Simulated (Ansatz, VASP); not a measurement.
**Two plane-wave programs on Zn3F**

```xyz
4
Lattice="2.7734 0.0000 0.0000 -1.3867 2.4019 0.0000 0.0000 0.0000 8.3689" Properties=species:S:1:pos:R:3 pbc="T T T"
Zn    0.0000    0.0000    0.0000
Zn    1.3867    0.8006    5.9791
Zn    1.3867    0.8006    2.3898
F     0.0000    0.0000    4.1845
```

Change from the starting cell: species swapped into the MgSn3 type (P-6m2, No. 187).

Alike in both runs: functional PBE; k mesh 18 × 18 × 6; occupations gaussian, width 0.1 eV; no spin polarisation.

Ansatz relaxed the structure, and its values are those at the end. VASP's run is a single point on that final structure, the one shown.

|  | VASP | Ansatz |
| --- | --- | --- |
| version | VASP 6.6.1 | Ansatz 0.2.0 |
| potentials or method | VASP PAW PBE potentials, release 64 (Zn, F), cutoff 520 eV | scalar-relativistic, plane waves, PAW |
| valence electrons in the cell | 43 | 43 |

|  | VASP | Ansatz | Ansatz less VASP |
| --- | --- | --- | --- |
| gap on the k mesh at the Fermi level (eV) | none | none | - |
| pressure (GPa) | 0.1 | 0.0 | -0.12 |
| rms of the force components (eV/Å) | 0.005 | 0.000 | -0.0048 |

A gap of «none» marks a metal or a gap that the smearing closes.
